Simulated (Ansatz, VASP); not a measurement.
**AlNi: VASP beside Ansatz**

Contents of INCAR:

```
PREC = Accurate ; ENCUT = 600
EDIFF = 1E-6 ; ISMEAR = 0
SIGMA = 0.15 ; LREAL = False
LASPH = True ; NELM = 120
ALGO = Normal ; ISIF = 2
LWAVE = False ; LCHARG = False
GGA = PS ; NBANDS = 14
GGA_COMPAT = False
```

KPOINTS

```
regular mesh
0
Gamma
  20 20 20
```

The input POSCAR:

```
AlNi
1.0
    2.9337196908      0.0000000000      0.0000000000
    0.0000000000      2.9337196908      0.0000000000
    0.0000000000      0.0000000000      2.9337196908
Al Ni
1 1
Direct
    0.0000000000      0.0000000000      0.0000000000
    0.5000000000      0.5000000000      0.5000000000
```

Input for Ansatz:

```yaml
crystal:
  lattice:
    - [2.9337196908, 0.0, 0.0]
    - [0.0, 2.9337196908, 0.0]
    - [0.0, 0.0, 2.9337196908]
  atoms:
    - { symbol: Al, position: [0.0, 0.0, 0.0] }
    - { symbol: Ni, position: [0.5, 0.5, 0.5] }
basis:
  ecutwfc: 420
kpoints:
  mp_grid: { grid: [20, 20, 20] }
hamiltonian:
  xc: pbesol
scf:
  occupations: { method: gaussian, width: 0.15 }
output:
  forces: true
  stress: true
  eigenvalues: true
```

Change from the starting cell: strain +0.025 along x and y, +0.025 along z, atoms carried along.

Alike in both runs: task single point; functional PBEsol; k mesh 20 × 20 × 20; occupations gaussian, width 0.15 eV; no spin polarisation.

|  | VASP | Ansatz |
| --- | --- | --- |
| version | VASP 6.6.1 | Ansatz 0.2.0 |
| potentials or method | VASP PAW PBE potentials, release 64 (Al, Ni), cutoff 600 eV | scalar-relativistic, plane waves, PAW |
| valence electrons in the cell | 13 | 21 |

```csv
,VASP,Ansatz,Ansatz less VASP
gap on the k mesh at the Fermi level (eV),none,none,-
pressure (GPa),-10.8,-10.9,-0.07
```

VASP's potentials were made for PBE, not for PBEsol. A gap of «none» marks a metal or a gap that the smearing closes. With one functional, cell and mesh, what is left measures potentials, basis and numerics. VASP's potentials hold 13 valence electrons a cell and Ansatz's 21, so a difference there can come from the potentials and not from the codes.
